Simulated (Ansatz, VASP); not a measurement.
## BaTiO3 in VASP and in Ansatz

```
Ba Ti O
1.0
     3.69769    0.00000    0.00000
     0.00000    3.69769    0.00000
     0.00000    0.00000    3.85851
Ba Ti O
1 1 3
Cartesian
  0.0000 0.0000 0.0000
  1.8488 1.8488 1.9293
  1.8488 1.8488 0.0000
  1.8488 0.0000 1.9293
  0.0000 1.8488 1.9293
```

Change from the starting cell: strain -0.080 along x and y, -0.040 along z, atoms carried along.

Alike in both runs: task single point; functional PBE; k mesh 8 × 8 × 8; occupations gaussian, width 0.05 eV; no spin polarisation.

|  | VASP | Ansatz |
| --- | --- | --- |
| version | VASP 6.6.1 | Ansatz 0.2.0 |
| potentials or method | VASP PAW PBE potentials, release 64 (Ba_sv, Ti_sv, O_h), cutoff 1340 eV | scalar-relativistic, plane waves, PAW |
| valence electrons in the cell | 40 | 40 |

```csv
,VASP,Ansatz,Ansatz less VASP
gap on the k mesh at the Fermi level (eV),1.92,1.95,+0.035
least direct gap on the mesh (eV),1.92,1.95,+0.035
pressure (GPa),58.0,54.5,-3.43
"traceless stress, the component that is largest in VASP (GPa)",-12.22,-11.97,+0.248
```

Both programs put the cell under a high pressure, so it lies far from rest at this level.

Neither program's run includes spin-orbit coupling.
